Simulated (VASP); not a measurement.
# BN in VASP: notebook, part 2 of 2

VASP 6.6.1. Earlier steps stand in the parts before.

## 4. Relaxation of cell and atoms, PBEsol

This run uses another cell than the first one, of 4.79 Å³/atom.

Input file INCAR:

```
SYSTEM = BN
  ALGO = Normal
  EDIFF = 1E-6
  EDIFFG = -0.01
  ENCUT = 600
  GGA = PS
  IBRION = 2
  ISIF = 3
  ISMEAR = -1
  LASPH = .TRUE.
  LCHARG = .FALSE.
  LREAL = .FALSE.
  LWAVE = .FALSE.
  NELM = 100
  NSW = 100
  PREC = Accurate
  SIGMA = 0.03
```

Input file KPOINTS:

```
k-points
0
G
  9 9 4
  0 0 0
```

Input file POSCAR:

```
BN
1.0
    2.3841700163      0.0000000000      0.0000000000
   -1.1920850082      2.0647518011      0.0000000000
    0.0000000000      0.0000000000      7.7866992733
B N
4 4
Direct
    0.0000000000      0.0000000000      0.0000000000
    0.3333333333      0.6666666667      0.2500000000
    0.0000000000      0.0000000000      0.5000000000
    0.6666666667      0.3333333333      0.7500000000
    0.0000000000      0.0000000000      0.1875000000
    0.3333333333      0.6666666667      0.4375000000
    0.0000000000      0.0000000000      0.6875000000
    0.6666666667      0.3333333333      0.9375000000
```

Potentials or basis: VASP PAW PBE potentials, release 64 (B, N).

The run is started by

```
$ cat potpaw_PBE.64/B/POTCAR potpaw_PBE.64/N/POTCAR > POTCAR
$ mpirun -np 1 vasp_std > vasp.out
```

OUTCAR:

```text
SYSTEM = BN
   EDIFF = 1E-6
   EDIFFG = -0.01
   ENCUT = 600
   GGA = PS
   IBRION = 2
   ISIF = 3
   ISMEAR = -1
   LASPH = .TRUE.
   LREAL = .FALSE.
   NELM = 100
   NSW = 100
   PREC = Accurate

 ion  position               nearest neighbor table
   1  0.000  0.000  0.000-   8 1.46   8 1.46   8 1.46   5 1.46
   2  0.333  0.667  0.250-   5 1.46   5 1.46   5 1.46   6 1.46
   3  0.000  0.000  0.500-   6 1.46   6 1.46   6 1.46   7 1.46
   4  0.667  0.333  0.750-   7 1.46   7 1.46   7 1.46   8 1.46
   5  0.000  0.000  0.188-   2 1.46   2 1.46   2 1.46   1 1.46
   6  0.333  0.667  0.438-   3 1.46   3 1.46   3 1.46   2 1.46
   7  0.000  0.000  0.688-   4 1.46   4 1.46   4 1.46   3 1.46
   8  0.667  0.333  0.938-   1 1.46   1 1.46   1 1.46   4 1.46

  LATTYP: Found a hexagonal cell.
 ALAT       =     2.3841700163
 C/A-ratio  =     3.2660000000

  Lattice vectors:

 A1 = (   2.3841700163,   0.0000000000,   0.0000000000)
 A2 = (  -1.1920850082,   2.0647518011,   0.0000000000)
 A3 = (   0.0000000000,   0.0000000000,   7.7866992733)

Analysis of symmetry for initial positions (statically):
=====================================================================
 Subroutine PRICEL returns:
 Original cell was already a primitive cell.

 Routine SETGRP: Setting up the symmetry group for a
 hexagonal supercell.

 Subroutine GETGRP returns: Found 12 space group operations
 (whereof  6 operations were pure point group operations)
 out of a pool of 24 trial point group operations.

The static configuration has the point symmetry C_3v.
 The point group associated with its full space group is C_6v.

Analysis of symmetry for dynamics (positions and initial velocities):
=====================================================================
 Subroutine PRICEL returns:
 Original cell was already a primitive cell.

 Routine SETGRP: Setting up the symmetry group for a
 hexagonal supercell.

 Subroutine GETGRP returns: Found 12 space group operations
 (whereof  6 operations were pure point group operations)
 out of a pool of 24 trial point group operations.

The dynamic configuration has the point symmetry C_3v.
 The point group associated with its full space group is C_6v.

 Subroutine INISYM returns: Found 12 space group operations
 (whereof  6 operations are pure point group operations),
 and found     1 'primitive' translations

----------------------------------------------------------------------------------------

                                     Primitive cell

  volume of cell :      38.3317

  direct lattice vectors                    reciprocal lattice vectors
     2.384170016  0.000000000  0.000000000     0.419433175  0.242159857  0.000000000
    -1.192085008  2.064751801  0.000000000     0.000000000  0.484319713  0.000000000
     0.000000000  0.000000000  7.786699273     0.000000000  0.000000000  0.128424120

  length of vectors
     2.384170016  2.384170016  7.786699273     0.484319713  0.484319713  0.128424120

  position of ions in fractional coordinates (direct lattice)
     0.000000000  0.000000000  0.000000000
     0.333333333  0.666666667  0.250000000
     0.000000000  0.000000000  0.500000000
     0.666666667  0.333333333  0.750000000
     0.000000000  0.000000000  0.187500000
     0.333333333  0.666666667  0.437500000
     0.000000000  0.000000000  0.687500000
     0.666666667  0.333333333  0.937500000

  ion indices of the primitive-cell ions
   primitive index   ion index
                 1           1
                 2           2
                 3           3
                 4           4
                 5           5
                 6           6
                 7           7
                 8           8

----------------------------------------------------------------------------------------

 KPOINTS: k-points

Automatic generation of k-mesh.
 Grid dimensions read from file:
 generate k-points for:    9    9    4

 Generating k-lattice:

  Cartesian coordinates                     Fractional coordinates (reciprocal lattice)
     0.046603686  0.026906651  0.000000000     0.111111111  0.000000000  0.000000000
     0.000000000  0.053813301  0.000000000     0.000000000  0.111111111  0.000000000
     0.000000000  0.000000000  0.032106030     0.000000000  0.000000000  0.250000000

  Length of vectors
     0.053813301  0.053813301  0.032106030

  Shift w.r.t. Gamma in fractional coordinates (k-lattice)
     0.000000000  0.000000000  0.000000000

 Subroutine IBZKPT returns following result:
 ===========================================

 Found     36 irreducible k-points:

 Following reciprocal coordinates:
            Coordinates               Weight
  0.000000  0.000000  0.000000      1.000000
  0.111111  0.000000  0.000000      6.000000
  0.222222 -0.000000  0.000000      6.000000
  0.333333  0.000000  0.000000      6.000000
  0.444444 -0.000000  0.000000      6.000000
  0.111111  0.111111  0.000000      6.000000
[... 16 lines left out ...]
  0.333333  0.222222  0.250000     24.000000
  0.333333  0.333333  0.250000      4.000000
 [... further k-points ...]
   k-points           NKPTS =     36   k-points in BZ     NKDIM =     36   number of bands    NBANDS=     21
   number of dos      NEDOS =    301   number of ions     NIONS =      8
   total plane-waves  NPLWV =  25600
   dimension x,y,z NGX =    20 NGY =   20 NGZ =   64
   dimension x,y,z NGXF=    40 NGYF=   40 NGZF=  128
   ions per type =               4   4
   NGX,Y,Z   is equivalent  to a cutoff of  13.95, 13.95, 13.66 a.u.
   NGXF,Y,Z  is equivalent  to a cutoff of  27.89, 27.89, 27.33 a.u.
 SYSTEM =  BN
   PREC   = accura    normal or accurate (medium, high low for compatibility)
   ISTART =      0    job   : 0-new  1-cont  2-samecut
   ICHARG =      2    charge: 1-file 2-atom 10-const
   ISPIN  =      1    spin polarized calculation?
   LNONCOLLINEAR =      F non collinear calculations
   LSORBIT =      F    spin-orbit coupling
   LASPH  =      T    aspherical Exc in radial PAW
   ENCUT  =  600.0 eV  44.10 Ry    6.64 a.u.   4.76  4.76 15.55*2*pi/ulx,y,z
   NELM   =    100;   NELMIN=  2; NELMDL= -5     # of ELM steps
   EDIFF  = 0.1E-05   stopping-criterion for ELM
   LREAL  =      F    real-space projection
   EDIFFG = -.1E-01   stopping-criterion for IOM
   NSW    =    100    number of steps for IOM
   IBRION =      2    ionic relax: 0-MD 1-quasi-New 2-CG
   NFREE  =      1    steps in history (QN), initial steepest desc. (CG)
   ISIF   =      3    stress and relaxation
   ISYM   =      2    0-nonsym 1-usesym 2-fastsym
   POTIM  = 0.5000    time-step for ionic-motion
   TEBEG  =    0.0;   TEEND  =   0.0 temperature during run
   PSTRESS=    0.0 pullay stress
   NELECT =      32.0000    total number of electrons
   NUPDOWN=      -1.0000    fix difference up-down
   EMIN   =  10.00;   EMAX   =-10.00  energy-range for DOS
   EFERMI =   0.00;   METHOD = LEGACY
   ISMEAR =    -1;   SIGMA  =   0.03  broadening in eV -4-tet -1-fermi 0-gaus
   EFERMI_NEDOS =   21; number of points for ismear=-14 and -15
   IALGO  =     38    algorithm
   IMIX   =      4    mixing-type and parameters
     AMIX     =   0.40;   BMIX     =  1.00
     AMIX_MAG =   1.60;   BMIX_MAG =  1.00
  volume/ion in A,a.u.               =       4.79        32.33
  Fermi-wavevector in a.u.,A,eV,Ry     =   1.541483  2.912980 32.329742  2.376169
  Thomas-Fermi vector in A             =   2.647422
   LORBIT       =      0    0 simple, 1 ext, 2 COOP (PROOUT), +10 PAW based schemes
   GGA     = PS    functional components
   LHFCALC =     F    Hartree Fock is set to
   AEXX    =    0.0000 exact exchange contribution
   IVDW    =     0    specifies the selected vdW correction
   LEPSILON=     F    determine dielectric tensor
   LRPA    =     F    only Hartree local field effects (RPA)
 conjugate gradient relaxation of ions
 non-spin polarized calculation
  energy-cutoff  :      600.00
  volume of cell :       38.33
 maximum number of plane-waves:      1304
 NGX is ok and might be reduce to    20
   NGX =  9   NGY =  9   NGZ = 31

--------------------------------------- Ionic step        1  -------------------------------------------

 number of electron      31.9999996 magnetization

 Free energy of the ion-electron system (eV)
  ---------------------------------------------------
  ext. energy  EPLUGINS =         0.00000000
  ---------------------------------------------------
  free energy    TOTEN  =       -70.68306743 eV

  energy without entropy =      -70.68306743  energy(sigma->0) =      -70.68306743

 E-fermi :  10.8293     XC(G=0): -14.0623

 val. band max:       10.2556944367   @ k =   0.0000   0.0000   0.0000
 cond. band min:      16.2076882257   @ k =   0.4444  -0.0000   0.0000
 fundamental gap:      5.9519937890
 Fermi energy:        10.8293494740

 k-point     1 :       0.0000    0.0000    0.0000
  band No.  band energies     occupation
      1     -12.6849      2.00000
      2     -10.9466      2.00000
      3     -10.9042      2.00000
      4      -7.3323      2.00000
      5      -2.7290      2.00000
      6       3.7414      2.00000
[... 900 lines left out ...]
  energy  without entropy=      -73.3233516727  energy(sigma->0) =      -73.32335167

--------------------------------------- Ionic step        9  -------------------------------------------

 number of electron      31.9999994 magnetization

 Free energy of the ion-electron system (eV)
  ---------------------------------------------------
  ext. energy  EPLUGINS =         0.00000000
  ---------------------------------------------------
  free energy    TOTEN  =       -73.32346298 eV

  energy without entropy =      -73.32346298  energy(sigma->0) =      -73.32346298

 E-fermi :   8.1002     XC(G=0): -13.0374

 val. band max:        7.5050066930   @ k =   0.0000   0.0000   0.0000
 cond. band min:      12.9799273422   @ k =   0.4444  -0.0000   0.0000
 fundamental gap:      5.4749206493
 Fermi energy:         8.1002295903

 k-point     1 :       0.0000    0.0000    0.0000
  band No.  band energies     occupation
      1     -12.8969      2.00000
      2     -11.4475      2.00000
      3     -11.3786      2.00000
      4      -8.6339      2.00000
      5      -3.4398      2.00000
      6       1.8223      2.00000
[... 602 lines left out ...]
  FREE ENERGIE OF THE ION-ELECTRON SYSTEM (eV)
  ---------------------------------------------------
  free  energy   TOTEN  =       -73.3234629761 eV

  energy  without entropy=      -73.3234629761  energy(sigma->0) =      -73.32346298

 reached required accuracy - stopping structural energy minimisation
```

It took 4.2 min on 1 thread of AMD EPYC 7R13, shared host; peak memory 0.14 GiB.

Results:

```
Free energy                           : -73.3235 eV
Relaxed volume                        : 5.88 Å³/atom
Relaxed cell                          : a = 2.546 Å, b = 2.546 Å, c = 8.370 Å, α = 90.00°, β = 90.00°, γ = 120.00°
Space group after relaxing (to 0.1 Å) : P6_3mc (No. 186)
Energy gained by relaxing             : 330.0 meV/atom
Ionic steps                           : 9
Pressure after relaxing               : 0.0 GPa
Largest force after relaxing          : 0.005 eV/Å
Band gap on the k mesh                : 5.47 eV (least direct gap 7.47 eV)
```

Forces on the atoms (eV/Å):
```
B    0.000  0.000  0.003
B    0.000  0.000 -0.005
B    0.000  0.000  0.003
B    0.000  0.000 -0.005
N    0.000  0.000  0.003
N    0.000  0.000 -0.001
N    0.000  0.000  0.003
N    0.000  0.000 -0.001
```

Step by step:
```
step  energy change (eV)  largest force (eV/Å)  pressure (GPa)  volume (Å³)
   1              0.0000                0.3128          113.83        38.33
   2              0.5361                0.4326          -62.14        60.49
   3             -2.6327                0.2123           -3.78        47.47
   4             -2.6384                0.2006           -0.60        47.08
   5             -2.6383                0.1949            0.93        46.89
   6             -2.6383                0.2291            0.63        46.93
   7             -2.6402                0.0239            0.77        46.91
   8             -2.6403                0.0238           -0.50        47.06
   9             -2.6404                0.0048            0.00        47.00
```

Final structure:
```
CELL_PARAMETERS angstrom
2.54643 0.00000 0.00000
-1.27322 2.20527 0.00000
0.00000 0.00000 8.36977
ATOMIC_POSITIONS crystal
B 0.00000 0.00000 0.00039
B 0.33333 0.66667 0.24972
B 0.00000 0.00000 0.50039
B 0.66667 0.33333 0.74972
N 0.00000 0.00000 0.18698
N 0.33333 0.66667 0.43791
N 0.00000 0.00000 0.68698
N 0.66667 0.33333 0.93791
```

Caveat: the volume moved by over 15 % at a fixed basis, so the end points are rough; the PAW data sets were made with another functional, which shifts forces and pressure a little. A k mesh can miss the band edges.

## 5. Relaxation of cell and atoms, PBEsol

This run uses another cell than the first one, of 5.91 Å³/atom.

Input file INCAR:

```
SYSTEM = BN
  PREC = Accurate
  ENCUT = 600
  EDIFF = 1E-7
  ISMEAR = -1
  SIGMA = 0.05
  LREAL = .FALSE.
  LASPH = .TRUE.
  NELM = 60
  ALGO = Normal
  ISIF = 3
  LWAVE = .FALSE.
  LCHARG = .FALSE.
  GGA = PS
  IBRION = 2
  NSW = 100
  EDIFFG = -0.01
```

Input file KPOINTS:

```
Automatic mesh
0
G
  9 9 2
  0 0 0
```

Input file POSCAR:

```
BN
1.0
    2.5612781262      0.0365231918      0.0153787510
   -1.2490090512      2.2063683190     -0.0032937919
    0.0505512276      0.0166838605      8.2934868605
B N
4 4
Direct
   -0.0072822223     -0.0177339643      0.0014811636
    0.3255745717      0.6523732237      0.2504134724
   -0.0047627484      0.0067519285      0.5017487922
    0.6351246699      0.3189262572      0.7455210731
   -0.0058607423      0.0084520036      0.1894028379
    0.3336357974      0.6640271279      0.4362466111
    0.0101259565      0.0238847264      0.6805647357
    0.6693475782      0.3428640052      0.9423601772
```

The run is started by

```
$ cat potpaw_PBE.64/B/POTCAR potpaw_PBE.64/N/POTCAR > POTCAR
$ mpirun -np 1 vasp_std > vasp.out
```

It took 19 min on 1 thread of AMD EPYC 7R13, shared host; peak memory 0.19 GiB.

Results (log left out):

| Quantity | Value |
| --- | --- |
| Free energy | -73.3491 eV |
| Relaxed volume | 5.87 Å³/atom |
| Relaxed cell | a = 2.546 Å, b = 2.546 Å, c = 8.368 Å, α = 90.00°, β = 90.01°, γ = 120.00° |
| Space group after relaxing (to 0.1 Å) | P6_3mc (No. 186) |
| Energy gained by relaxing | 51.6 meV/atom |
| Ionic steps | 18 |
| Pressure after relaxing | 0.0 GPa |
| Largest force after relaxing | 0.008 eV/Å |
| Band gap on the k mesh | 5.48 eV (least direct gap 7.47 eV) |

Forces on the atoms (eV/Å):
```
B    0.003  0.000 -0.002
B   -0.001  0.005 -0.002
B    0.002  0.002  0.006
B   -0.004 -0.005 -0.005
N   -0.005 -0.002 -0.003
N    0.002 -0.005 -0.002
N    0.002  0.004  0.005
N    0.002  0.002  0.003
```

The path:
```tsv
step	energy change (eV)	largest force (eV/Å)	pressure (GPa)	volume (Å³)
1	0.0000	2.9298	-0.20	47.24
2	0.3124	3.9003	2.01	47.16
3	-0.3561	1.0406	-1.87	47.22
4	-0.3579	0.9737	1.67	46.79
5	-0.4015	0.3862	-0.25	47.00
6	-0.4090	0.2167	0.44	46.92
7	-0.4096	0.1403	0.28	46.93
8	-0.4113	0.0794	-0.04	46.97
9	-0.4114	0.0846	-0.08	46.98
10	-0.4119	0.0916	-0.09	46.98
11	-0.4119	0.0725	-0.09	46.98
12	-0.4123	0.0346	0.04	46.96
13	-0.4123	0.0366	0.06	46.96
14	-0.4124	0.0209	0.02	46.97
15	-0.4124	0.0218	0.02	46.97
16	-0.4124	0.0174	-0.02	46.97
17	-0.4124	0.0146	-0.02	46.97
18	-0.4125	0.0077	-0.01	46.97
```

Final structure:
```xyz
8
Lattice="2.5459 -0.0001 -0.0001 -1.2731 2.2048 0.0000 -0.0007 -0.0002 8.3678" Properties=species:S:1:pos:R:3 pbc="T T T"
B     1.2587    2.2045    0.0010
B    -0.0139    1.4694    2.0873
B     2.5314   -0.0002    4.1846
B     1.2585    0.7348    6.2710
N     1.2591    2.2044    1.5624
N    -0.0145    1.4699    3.6620
N     1.2584    2.2045    5.7460
N     1.2582    0.7344    7.8458
```

Levels at points of the mesh, in eV from the valence-band top:
```tsv
k point	band 12	band 13	band 14	band 15	band 16	band 17	band 18	band 19	band 20	band 21
(0.00, 0.00, 0.00)	-1.11	-1.11	-0.14	0.00	0.00	8.56	8.56	8.72	9.29	9.67
(0.00, 0.00, 0.50)	-1.82	-0.38	-0.38	-0.38	-0.38	9.03	9.03	9.04	9.04	9.15
```

Caveat: the PAW data sets were made with another functional, which shifts forces and pressure a little. A k mesh can miss the band edges.

## 6. The runs side by side

| task | cell | k mesh | cutoff (eV) | smearing | gap on the mesh (eV) | pressure (GPa) | relaxed volume (Å³/atom) |
| --- | --- | --- | --- | --- | --- | --- | --- |
| single point | a = 2.545, b = 2.545, c = 8.366 Å, angles 90.0, 90.0, 120.0°, 8 atoms, atomic positions A | 9 × 9 × 4 | 520 | fermi-dirac 0.03 eV | 5.48 | 0.7 | - |
| single point | a = 2.545, b = 2.545, c = 8.366 Å, angles 90.0, 90.0, 120.0°, 8 atoms, atomic positions A | 9 × 9 × 2 | 520 | fermi-dirac 0.05 eV | 5.48 | 0.6 | - |
| relaxation of cell and atoms | relaxed from a = 2.384, b = 2.384, c = 7.787 Å, angles 90.0, 90.0, 120.0°, 8 atoms, atomic positions B | 9 × 9 × 4 | 600 | fermi-dirac 0.03 eV | 5.47 | 0.0 | 5.88 |
| relaxation of cell and atoms | relaxed from a = 2.562, b = 2.535, c = 8.294 Å, angles 90.1, 89.3, 118.7°, 8 atoms, atomic positions C | 9 × 9 × 2 | 600 | fermi-dirac 0.05 eV | 5.48 | 0.0 | 5.87 |

Alike in all rows: level PBEsol; potentials or basis VASP PAW PBE potentials, release 64 (B, N); no spin polarisation.

Caveats: the PAW data sets were made with another functional, which shifts forces and pressure a little; the volume moved by over 15 % at a fixed basis, so the end points are rough (at least some runs).

Total energies depend on the potentials used, so only differences within one code and one set of settings carry meaning.
